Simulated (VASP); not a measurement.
Write the native input for VASP 6.6.1 that does the following.

```yaml
Task: single point
Functional: PBEsol
Potentials_or_basis: VASP PAW PBE potentials, release 64 (Ti_sv, Si)
Cutoff: 520 eV
k_mesh: 7 × 7 × 7
Occupations: fermi-dirac, width 0.05 eV
Spin: no spin polarisation
Dipole_correction: no
Further_INCAR_settings: ALGO = Normal; EDIFF = 1e-06; NBANDS = 29
```

The structure of TiSi2 lies in POSCAR:

```
TiSi2
1.0
    0.0000000000      4.1175163063      4.2628978354
    2.3895119538      0.0000000000      4.2628978354
    2.3895119538      4.1175163063      0.0000000000
Ti Si
2 4
Direct
    0.7500000000      0.7500000000      0.7500000000
    0.5000000000      0.5000000000      0.5000000000
    0.4125656100      0.0874343900      0.4125656100
    0.0874343900      0.4125656100      0.0874343900
    0.1625656100      0.8374343900      0.1625656100
    0.8374343900      0.1625656100      0.8374343900
```

These files were run (other wordings do the same):

INCAR

```
SYSTEM = TiSi2
ALGO = Normal ; EDIFF = 1E-6
ENCUT = 520 ; GGA = PS
ISIF = 2 ; ISMEAR = -1
LASPH = .True. ; LCHARG = .False.
LREAL = .False. ; LWAVE = .False.
NBANDS = 29 ; NELM = 80
PREC = Accurate ; SIGMA = 0.05
```

KPOINTS

```
k-points
0
Gamma
  7 7 7
  0 0 0
```

Potentials or basis: VASP PAW PBE potentials, release 64 (Ti_sv, Si).

Command:

```sh
$ cat potpaw_PBE.64/Ti_sv/POTCAR potpaw_PBE.64/Si/POTCAR > POTCAR
$ mpirun -np 1 vasp_std > vasp.out
```

It gave:

```json
{
 "Pressure": "-1.8 GPa",
 "Largest force": "0.049 eV/Å",
 "Band gap on the k mesh": "zero (band 20 reaches 10.80 eV, above the bottom of band 21 at 8.99 eV)"
}
```

Caveat: the PAW data sets were made with another functional, which shifts forces and pressure a little.

Wall time 110 s on 1 thread of Intel(R) Xeon(R) 6975P-C (Granite Rapids) (shared host), peak memory 0.3 GiB.
